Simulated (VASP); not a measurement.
A run of VASP 6.6.1 is set up as follows.

INCAR

```
  PREC = Accurate
  ENCUT = 530
  EDIFF = 1E-6
  ISMEAR = -1
  SIGMA = 0.1
  LREAL = False
  LASPH = True
  NELM = 120
  ALGO = Normal
  ISIF = 2
  LWAVE = False
  LCHARG = False
  NBANDS = 24
  GGA_COMPAT = False
```

The input KPOINTS:

```
Automatic mesh
0
Gamma
  15 15 8
```

The input POSCAR:

```
Rh
1.0
    2.6696811773      0.0000000000      0.0000000000
   -1.3348405886      2.3120117196      0.0000000000
    0.0000000000      0.0000000000      4.3071561064
Rh
2
Direct
    0.3333333333      0.6666666667      0.2500000000
    0.6666666667      0.3333333333      0.7500000000
```

Potentials or basis: VASP PAW LDA potentials, release 64 (Rh_sv_GW).

Command:

```sh
$ cat potpaw_LDA.64/Rh_sv_GW/POTCAR > POTCAR
$ mpirun -np 1 vasp_std > vasp.out
```

(1) What does it give for the band gap on the k mesh?

(2) Estimate the pressure.

Results:

(1) zero (band 17 reaches 11.98 eV, above the bottom of band 18 at 9.49 eV).

(2) -2.0 GPa.
